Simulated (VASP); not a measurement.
Crystal: BN.

```
N B
1.0
     2.54724    0.00000    0.00000
    -1.27362    2.20597    0.00000
     0.00000    0.00000    6.76584
N B
2 2
Direct
  0.66667 0.33333 0.25000
  0.33333 0.66667 0.75000
  0.66667 0.33333 0.75000
  0.33333 0.66667 0.25000
```

| Quantity | Value |
| --- | --- |
| Program | VASP 6.6.1 |
| Task | relaxation of cell and atoms |
| Functional | PBE |
| Potentials or basis | VASP PAW PBE potentials, release 64 (N, B) |
| Cutoff | 840 eV |
| k mesh | 12 × 12 × 4 |
| Occupations | gaussian, width 0.03 eV |
| Spin | no spin polarisation |

At the start: pressure -8.2 GPa; volume 9.50 Å³/atom.

Problem. Where does the relaxation end?

Solution. Over 46 steps the energy falls by 20.7 meV/atom and the volume is 11.30 Å³/atom (+18.9 %); space group P6_3/mmc (No. 194, to 0.1 Å) before and after.

The path:
```
step  energy change (eV)  largest force (eV/Å)  pressure (GPa)  volume (Å³)
   1              0.0000                0.0000           -8.17        38.02
   3             -0.0446                0.0000            0.64        37.09
   5             -0.0473                0.0000            0.79        37.28
   7             -0.0646                0.0000            0.38        39.11
   9             -0.0749                0.0000           -0.02        42.50
  11             -0.0752                0.0000           -0.08        43.37
  13             -0.0752                0.0000            0.00        43.36
  15             -0.0812                0.0000           -0.02        43.39
  17             -0.0813                0.0000           -0.08        43.43
  19             -0.0813                0.0000           -0.08        43.48
  21             -0.0815                0.0000           -0.03        43.70
  23             -0.0818                0.0000            0.16        44.56
  25             -0.0818                0.0000           -0.01        44.67
  27             -0.0825                0.0000            0.03        44.67
  29             -0.0825                0.0000            0.05        44.68
  31             -0.0825                0.0000            0.05        44.68
  33             -0.0825                0.0000            0.03        44.70
  35             -0.0826                0.0000           -0.04        44.78
  37             -0.0826                0.0000           -0.09        44.86
  39             -0.0826                0.0000           -0.10        44.88
  41             -0.0826                0.0000           -0.10        44.91
  43             -0.0826                0.0000           -0.07        45.01
  45             -0.0826                0.0000            0.05        45.42
  46             -0.0826                0.0000           -0.01        45.21
```

Final structure:
```cif
data_structure
_symmetry_space_group_name_H-M 'P 1'
_symmetry_Int_Tables_number 1
_cell_length_a 2.5128
_cell_length_b 2.5128
_cell_length_c 8.2686
_cell_angle_alpha 90.000
_cell_angle_beta 90.000
_cell_angle_gamma 120.000
_cell_volume 45.21
loop_
_atom_site_label
_atom_site_type_symbol
_atom_site_fract_x
_atom_site_fract_y
_atom_site_fract_z
_atom_site_occupancy
N1 N 0.66667 0.33333 0.25000 1
N2 N 0.33333 0.66667 0.75000 1
B1 B 0.66667 0.33333 0.75000 1
B2 B 0.33333 0.66667 0.25000 1
```

Caveat: the volume moved by over 15 % at a fixed basis, so the end points are rough; this functional lacks dispersion, which binds the layers, so the pressure and a relaxed spacing across them are unreliable.
